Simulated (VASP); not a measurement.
# In (R-3m) in VASP: a series of runs

In is run at these levels: PBEsol; tasks: relaxation of cell and atoms, single point.

Everything below comes from runs of VASP 6.6.1. Logs are shortened: lines on timing, memory, paths and dates and some standing lists are left out, and cuts for length are marked.

**1. The cell of the first run**

It takes space group R-3m (No. 166, trigonal). Conventional cell: a = 4.096 Å, b = 4.096 Å, c = 11.393 Å, α = 90.00°, β = 90.00°, γ = 120.00°. In (site symmetry 3m) has 6 In at 2.74 to 3.38 Å within 3.6 Å.

**2. Relaxation of cell and atoms, PBEsol**

INCAR reads:

```
PREC = Accurate ; ENCUT = 600
EDIFF = 1E-7 ; ISMEAR = 0
SIGMA = 0.1 ; LREAL = False
LASPH = True ; NELM = 100
ALGO = Normal ; ISIF = 3
LWAVE = False ; LCHARG = False
GGA = PS ; IBRION = 2
NSW = 90 ; EDIFFG = -0.04
```

KPOINTS reads:

```
regular mesh
0
Gamma
  6 6 6
```

POSCAR reads:

```
In
1.0
    2.0479091869      1.1823609204      3.7976020570
   -2.0479091869      1.1823609204      3.7976020570
    0.0000000000     -2.3647218407      3.7976020570
In
2
Direct
    0.2275400000      0.2275400000      0.2275400000
    0.7724600000      0.7724600000      0.7724600000
```

Potentials or basis: VASP PAW PBE potentials, release 64 (In_d).

Launch:

```bash
$ cat potpaw_PBE.64/In_d/POTCAR > POTCAR
$ mpirun -np 1 vasp_std > vasp.out
```

OUTCAR:

```text
PREC = Accurate
   ENCUT = 600
   EDIFF = 1E-7
   ISMEAR = 0
   LREAL = False
   LASPH = True
   NELM = 100
   ISIF = 3
   GGA = PS
   IBRION = 2
   NSW = 90
   EDIFFG = -0.04

 ion  position               nearest neighbor table
   1  0.228  0.228  0.228-   2 2.74   2 2.74   2 2.74   2 3.38   2 3.38   2 3.38
   2  0.772  0.772  0.772-   1 2.74   1 2.74   1 2.74   1 3.38   1 3.38   1 3.38

  LATTYP: Found a trigonal (rhomboedric) cell.
 ALAT       =     4.4736663674
 COS(alpha) =     0.5808936905

  Lattice vectors:

 A1 = (   2.0479091869,   1.1823609204,   3.7976020570)
 A2 = (  -2.0479091869,   1.1823609204,   3.7976020570)
 A3 = (   0.0000000000,  -2.3647218407,   3.7976020570)

Analysis of symmetry for initial positions (statically):
=====================================================================
 Subroutine PRICEL returns:
 Original cell was already a primitive cell.

 Routine SETGRP: Setting up the symmetry group for a
 trigonal (rhombohedral) supercell.

 Subroutine GETGRP returns: Found 12 space group operations
 (whereof 12 operations were pure point group operations)
 out of a pool of 12 trial point group operations.

The static configuration has the point symmetry D_3d.

Analysis of symmetry for dynamics (positions and initial velocities):
=====================================================================
 Subroutine PRICEL returns:
 Original cell was already a primitive cell.

 Routine SETGRP: Setting up the symmetry group for a
 trigonal (rhombohedral) supercell.

 Subroutine GETGRP returns: Found 12 space group operations
 (whereof 12 operations were pure point group operations)
 out of a pool of 12 trial point group operations.

The dynamic configuration has the point symmetry D_3d.

 Subroutine INISYM returns: Found 12 space group operations
 (whereof 12 operations are pure point group operations),
 and found     1 'primitive' translations

----------------------------------------------------------------------------------------

                                     Primitive cell

  volume of cell :      55.1723

  direct lattice vectors                    reciprocal lattice vectors
     2.047909187  1.182360920  3.797602057     0.244151451  0.140960906  0.087774687
    -2.047909187  1.182360920  3.797602057    -0.244151451  0.140960906  0.087774687
     0.000000000 -2.364721841  3.797602057     0.000000000 -0.281921812  0.087774687

  length of vectors
     4.473666367  4.473666367  4.473666367     0.295269883  0.295269883  0.295269883

  position of ions in fractional coordinates (direct lattice)
     0.227540000  0.227540000  0.227540000
     0.772460000  0.772460000  0.772460000

  ion indices of the primitive-cell ions
   primitive index   ion index
                 1           1
                 2           2

----------------------------------------------------------------------------------------

 KPOINTS: regular mesh

Automatic generation of k-mesh.
 Grid dimensions read from file:
 generate k-points for:    6    6    6

 Generating k-lattice:

  Cartesian coordinates                     Fractional coordinates (reciprocal lattice)
     0.040691909  0.023493484  0.014629115     0.166666667  0.000000000  0.000000000
    -0.040691909  0.023493484  0.014629115     0.000000000  0.166666667  0.000000000
     0.000000000 -0.046986969  0.014629115     0.000000000  0.000000000  0.166666667

  Length of vectors
     0.049211647  0.049211647  0.049211647

  Shift w.r.t. Gamma in fractional coordinates (k-lattice)
     0.000000000  0.000000000  0.000000000

 Subroutine IBZKPT returns following result:
 ===========================================

 Found     32 irreducible k-points:

 Following reciprocal coordinates:
            Coordinates               Weight
  0.000000  0.000000  0.000000      1.000000
  0.166667 -0.000000  0.000000      6.000000
  0.333333  0.000000  0.000000      6.000000
  0.500000  0.000000 -0.000000      3.000000
  0.166667  0.166667  0.000000      6.000000
  0.333333  0.166667  0.000000     12.000000
[... 16 lines left out ...]
  0.500000  0.500000  0.166667      6.000000
 -0.333333  0.500000  0.166667     12.000000
 [... further k-points ...]
   k-points           NKPTS =     32   k-points in BZ     NKDIM =     32   number of bands    NBANDS=     17
   number of dos      NEDOS =    301   number of ions     NIONS =      2
   total plane-waves  NPLWV =  46656
   dimension x,y,z NGX =    36 NGY =   36 NGZ =   36
   dimension x,y,z NGXF=    72 NGYF=   72 NGZF=   72
   ions per type =               2
   NGX,Y,Z   is equivalent  to a cutoff of  13.38, 13.38, 13.38 a.u.
   NGXF,Y,Z  is equivalent  to a cutoff of  26.76, 26.76, 26.76 a.u.
 SYSTEM =  unknown system
   PREC   = accura    normal or accurate (medium, high low for compatibility)
   ISTART =      0    job   : 0-new  1-cont  2-samecut
   ICHARG =      2    charge: 1-file 2-atom 10-const
   ISPIN  =      1    spin polarized calculation?
   LNONCOLLINEAR =      F non collinear calculations
   LSORBIT =      F    spin-orbit coupling
   LASPH  =      T    aspherical Exc in radial PAW
   ENCUT  =  600.0 eV  44.10 Ry    6.64 a.u.   8.94  8.94  8.94*2*pi/ulx,y,z
   NELM   =    100;   NELMIN=  2; NELMDL= -5     # of ELM steps
   EDIFF  = 0.1E-06   stopping-criterion for ELM
   LREAL  =      F    real-space projection
   EDIFFG = -.4E-01   stopping-criterion for IOM
   NSW    =     90    number of steps for IOM
   IBRION =      2    ionic relax: 0-MD 1-quasi-New 2-CG
   NFREE  =      1    steps in history (QN), initial steepest desc. (CG)
   ISIF   =      3    stress and relaxation
   ISYM   =      2    0-nonsym 1-usesym 2-fastsym
   POTIM  = 0.5000    time-step for ionic-motion
   TEBEG  =    0.0;   TEEND  =   0.0 temperature during run
   PSTRESS=    0.0 pullay stress
   NELECT =      26.0000    total number of electrons
   NUPDOWN=      -1.0000    fix difference up-down
   EMIN   =  10.00;   EMAX   =-10.00  energy-range for DOS
   EFERMI =   0.00;   METHOD = LEGACY
   ISMEAR =     0;   SIGMA  =   0.10  broadening in eV -4-tet -1-fermi 0-gaus
   EFERMI_NEDOS =   21; number of points for ismear=-14 and -15
   IALGO  =     38    algorithm
   IMIX   =      4    mixing-type and parameters
     AMIX     =   0.40;   BMIX     =  1.00
     AMIX_MAG =   1.60;   BMIX_MAG =  1.00
  volume/ion in A,a.u.               =      27.59       186.16
  Fermi-wavevector in a.u.,A,eV,Ry     =   1.273969  2.407452 22.082208  1.622997
  Thomas-Fermi vector in A             =   2.406763
   LORBIT       =      0    0 simple, 1 ext, 2 COOP (PROOUT), +10 PAW based schemes
   GGA     = PS    functional components
   LHFCALC =     F    Hartree Fock is set to
   AEXX    =    0.0000 exact exchange contribution
   IVDW    =     0    specifies the selected vdW correction
   LEPSILON=     F    determine dielectric tensor
   LRPA    =     F    only Hartree local field effects (RPA)
 conjugate gradient relaxation of ions
 non-spin polarized calculation
 Gauss-broadening in eV      SIGMA  =   0.10
  energy-cutoff  :      600.00
  volume of cell :       55.17
 maximum number of plane-waves:      1882
   NGX = 17   NGY = 17   NGZ = 17

--------------------------------------- Ionic step        1  -------------------------------------------

 number of electron      26.0000003 magnetization

 Free energy of the ion-electron system (eV)
  ---------------------------------------------------
  ext. energy  EPLUGINS =         0.00000000
  ---------------------------------------------------
  free energy    TOTEN  =        -5.28445675 eV

  energy without entropy =       -5.27593995  energy(sigma->0) =       -5.28019835

------------------------ aborting loop because EDIFF is reached ----------------------------------------

  FORCE on cell =-STRESS in cart. coord.  units (eV):
  Direction    XX          YY          ZZ          XY          YZ          ZX
  --------------------------------------------------------------------------------------
  -------------------------------------------------------------------------------------
  Total        1.6746818      1.6746818      0.7546946      0.0000000      0.0000000      0.0000000
  in kB       48.6319200     48.6319200     21.9159541      0.0000000      0.0000000      0.0000000
  external PRESSURE =      39.7265980 kB  Pullay stress =       0.0000000 kB
[... 89 lines left out ...]
  FREE ENERGIE OF THE ION-ELECTRON SYSTEM (eV)
  ---------------------------------------------------
  free  energy   TOTEN  =        -5.5622513618 eV

  energy  without entropy=       -5.5554615964  energy(sigma->0) =       -5.55885648

 E-fermi :   5.8960     XC(G=0):  -9.7363

 val. band max:        5.8209704913   @ k =   0.5000   0.3333   0.3333
 cond. band min:       6.0047100074   @ k =   0.3333   0.1667   0.1667
 fundamental gap:      0.1837395160
 Fermi energy:         5.8960177169

 k-point     1 :       0.0000    0.0000    0.0000
  band No.  band energies     occupation
      1      -8.9653      2.00000
      2      -8.9653      2.00000
      3      -8.7345      2.00000
      4      -8.7190      2.00000
      5      -8.7190      2.00000
      6      -8.3309      2.00000
[... 457 lines left out ...]
      4      -8.5776      2.00000
      5      -8.5037      2.00000
      6      -8.4793      2.00000
[... 9 lines left out ...]
     16      11.5109      0.00000
     17      12.2104      0.00000

 [... further k-points ...]

[... ionic steps 4 to 22 ...]

--------------------------------------- Ionic step       23  -------------------------------------------

 number of electron      26.0000002 magnetization

------------------------ aborting loop because EDIFF is reached ----------------------------------------
[... 67 lines left out ...]
--------------------------------------- Ionic step       25  -------------------------------------------

 number of electron      26.0000001 magnetization

 Free energy of the ion-electron system (eV)
  ---------------------------------------------------
  ext. energy  EPLUGINS =         0.00000000
  ---------------------------------------------------
  free energy    TOTEN  =        -5.86943827 eV

  energy without entropy =       -5.86810585  energy(sigma->0) =       -5.86877206

 E-fermi :   6.9395     XC(G=0): -10.2727

 val. band max:        6.8102399983   @ k =  -0.3333   0.3333   0.0000
 cond. band min:       7.0753077863   @ k =  -0.3333   0.1667   0.0000
 fundamental gap:      0.2650677880
 Fermi energy:         6.9394748593

 k-point     1 :       0.0000    0.0000    0.0000
  band No.  band energies     occupation
      1      -7.8454      2.00000
      2      -7.8454      2.00000
      3      -7.6593      2.00000
      4      -7.5882      2.00000
      5      -7.5882      2.00000
      6      -7.1930      2.00000
[... 457 lines left out ...]
      4      -7.4985      2.00000
      5      -7.3772      2.00000
      6      -7.2944      2.00000
[... 9 lines left out ...]
     16      13.0986      0.00000
     17      14.0809      0.00000

 [... further k-points ...]
[... 5 lines left out ...]
  --------------------------------------------------------------------------------------
  -------------------------------------------------------------------------------------
  Total       -0.0060114     -0.0060114     -0.0040158     -0.0000000     -0.0000000      0.0000000
  in kB       -0.1809647     -0.1809647     -0.1208913     -0.0000000     -0.0000000      0.0000000
  external PRESSURE =      -0.1609402 kB  Pullay stress =       0.0000000 kB
[... 17 lines left out ...]
  FREE ENERGIE OF THE ION-ELECTRON SYSTEM (eV)
  ---------------------------------------------------
  free  energy   TOTEN  =        -5.8694382707 eV

  energy  without entropy=       -5.8681058526  energy(sigma->0) =       -5.86877206

 reached required accuracy - stopping structural energy minimisation
```

It took 6.8 min on 1 thread of AMD EPYC 9R45 (Zen 5), shared host; peak memory 0.21 GiB.

Results:

- Free energy: -5.8694 eV
- Relaxed volume: 26.61 Å³/atom
- Relaxed cell: a = 4.712 Å, b = 4.712 Å, c = 4.712 Å, α = 48.16°, β = 48.16°, γ = 48.16°
- Space group after relaxing (to 0.05 Å): R-3m (No. 166)
- Energy gained by relaxing: 292.5 meV/atom
- Ionic steps: 25
- Pressure after relaxing: 0.0 GPa
- Largest force after relaxing: 0.034 eV/Å
- Band gap on the k mesh: zero (band 13 reaches 12.17 eV, above the bottom of band 14 at 5.34 eV)

Forces in eV/Å, atoms in the order of the input:
```
In   0.000  0.000  0.034
In   0.000  0.000 -0.034
```

The path:
| step | energy change (eV) | largest force (eV/Å) | pressure (GPa) | volume (Å³) |
| --- | --- | --- | --- | --- |
| 1 | 0.0000 | 1.8114 | 3.97 | 55.17 |
| 2 | -0.2593 | 0.8771 | -1.79 | 60.81 |
| 3 | -0.2778 | 0.6650 | -3.19 | 63.24 |
| 4 | -0.4177 | 0.4160 | -2.22 | 59.48 |
| 5 | -0.4748 | 0.0080 | -0.38 | 55.92 |
| 6 | -0.4748 | 0.0290 | -0.31 | 55.78 |
| 7 | -0.4833 | 0.0169 | 0.01 | 55.19 |
| 8 | -0.5011 | 0.0081 | 0.46 | 54.14 |
| 9 | -0.5475 | 0.0772 | 1.78 | 51.93 |
| 10 | -0.4668 | 0.2836 | 6.39 | 47.19 |
| 11 | -0.5525 | 0.1345 | 2.75 | 50.65 |
| 12 | -0.5499 | 0.1616 | 3.28 | 50.02 |
| 13 | -0.5521 | 0.1457 | 2.97 | 50.40 |
| 14 | -0.5546 | 0.1485 | 2.84 | 50.38 |
| 15 | -0.5585 | 0.1545 | 2.85 | 50.35 |
| 16 | -0.5570 | 0.1634 | 2.77 | 50.25 |
| 17 | -0.5592 | 0.1593 | 2.83 | 50.31 |
| 18 | -0.5629 | 0.1514 | 2.58 | 50.51 |
| 19 | -0.5720 | 0.1286 | 1.90 | 51.14 |
| 20 | -0.5828 | 0.0871 | 0.68 | 52.41 |
| 21 | -0.5773 | 0.0189 | -1.32 | 55.01 |
| 22 | -0.5847 | 0.0603 | -0.09 | 53.31 |
| 23 | -0.5847 | 0.0624 | -0.04 | 53.25 |
| 24 | -0.5848 | 0.0548 | -0.04 | 53.25 |
| 25 | -0.5850 | 0.0336 | -0.02 | 53.22 |

Final structure:
```
In
1.0
     1.92268    1.11006    4.15609
    -1.92268    1.11006    4.15609
     0.00000   -2.22012    4.15609
In
2
Cartesian
  0.0000 0.0000 3.1138
  0.0000 0.0000 9.3545
```

Caveat: the PAW data sets were made with another functional, which shifts forces and pressure a little; spin-orbit coupling is left out, which moves the levels of the heavy elements.

**3. Single point, PBEsol**

This run uses another cell than the first one: it holds 3 atoms, not 2.

INCAR reads:

```
PREC = Accurate ; ENCUT = 520
EDIFF = 1E-6 ; ISMEAR = 0
SIGMA = 0.1 ; LREAL = False
LASPH = True ; NELM = 100
ALGO = Normal ; ISIF = 2
LWAVE = False ; LCHARG = False
GGA = PS ; NBANDS = 26
```

KPOINTS reads:

```
regular mesh
0
Gamma
  18 18 18
```

POSCAR reads:

```
In
1.0
    1.6529896826      0.9543540382      8.1208832354
   -1.6529896826      0.9543540382      8.1208832354
    0.0000000000     -1.9087080764      8.1208832354
In
3
Direct
    0.0000000000      0.0000000000      0.0000000000
    0.7779659133      0.7779659133      0.7779659133
    0.2220340867      0.2220340867      0.2220340867
```

Potentials or basis: VASP PAW PBE potentials, release 64 (In_d).

Launch:

```bash
$ cat potpaw_PBE.64/In_d/POTCAR > POTCAR
$ mpirun -np 1 vasp_std > vasp.out
```

It took 87 min on 1 thread of AMD EPYC 9R45 (Zen 5), shared host; peak memory 1.1 GiB.

The run converged. Its results:

```
Free energy   : -8.9373 eV
Pressure      : 0.0 GPa
Largest force : 0.010 eV/Å
```

Forces on the atoms (eV/Å):
```
In   0.000  0.000  0.000
In   0.000  0.000 -0.010
In   0.000  0.000  0.010
```

Levels at points of the mesh, in eV from the Fermi level:
| k point | band 16 | band 17 | band 18 | band 19 | band 20 | band 21 | band 22 | band 23 |
| --- | --- | --- | --- | --- | --- | --- | --- | --- |
| (0.00, 0.00, 0.00) | -9.71 | -7.19 | -7.17 | 0.51 | 0.53 | 8.96 | 8.96 | 9.04 |
| (0.50, 0.00, 0.00) | -4.82 | -4.27 | -2.99 | -2.84 | -1.19 | -1.05 | 3.36 | 4.19 |
| (0.50, 0.50, 0.00) | -4.57 | -4.31 | -3.52 | -3.16 | -0.43 | -0.24 | 1.92 | 3.40 |
| (0.50, 0.50, 0.50) | -9.09 | -9.08 | -4.38 | -3.49 | 5.93 | 5.97 | 8.53 | 8.53 |

Caveat: the PAW data sets were made with another functional, which shifts forces and pressure a little; spin-orbit coupling is left out, which moves the levels of the heavy elements.
